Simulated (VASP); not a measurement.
Write the native input for VASP 6.6.1 that does the following.

```yaml
Task: relaxation of shape and atoms at fixed volume
Functional: PBE
Potentials_or_basis: VASP PAW PBE potentials, release 64 (Ta_pv, N)
Cutoff: 600 eV
k_mesh: 15 × 15 × 13
Occupations: fermi-dirac, width 0.05 eV
Spin: no spin polarisation
Dipole_correction: no
Further_INCAR_settings: ALGO = Normal; EDIFF = 1e-06; IBRION = 2; EDIFFG = -0.005; NSW = 50; ISIF = 4
```

The structure of TaN (WC type) lies in POSCAR:

```
TaN
1.0
    2.7386779988      0.0000000000      0.0000000000
   -1.3693389994      2.3717647197      0.0000000000
    0.0000000000      0.0000000000      2.6900111593
Ta N
1 1
Direct
    0.0000000000      0.0000000000      0.0000000000
    0.3333333333      0.6666666667      0.5000000000
```

One way to write it, as run:

INCAR

```
  ALGO = Normal
  EDIFF = 1E-6
  EDIFFG = -0.005
  ENCUT = 600
  GGA = PE
  IBRION = 2
  ISIF = 4
  ISMEAR = -1
  LASPH = True
  LCHARG = False
  LREAL = False
  LWAVE = False
  NELM = 60
  NSW = 50
  PREC = Accurate
  SIGMA = 0.05
```

KPOINTS

```
k-points
0
Gamma
  15 15 13
```

Potentials or basis: VASP PAW PBE potentials, release 64 (Ta_pv, N).

Launch:

```console
$ cat potpaw_PBE.64/Ta_pv/POTCAR potpaw_PBE.64/N/POTCAR > POTCAR
$ mpirun -np 1 vasp_std > vasp.out
```

It gave:

```json
{"Energy gained by relaxing": "3.7 meV/atom", "Ionic steps": "3", "Pressure after relaxing": "123.1 GPa", "Band gap on the k mesh": "zero (bands 8 and 9 overlap by 0.62 eV)"}
```

Caveat: spin-orbit coupling is left out, which moves the levels of the heavy elements.

Wall time 76 s on 1 thread of Intel Xeon 8259CL, with other jobs on the host, peak memory 0.19 GiB.
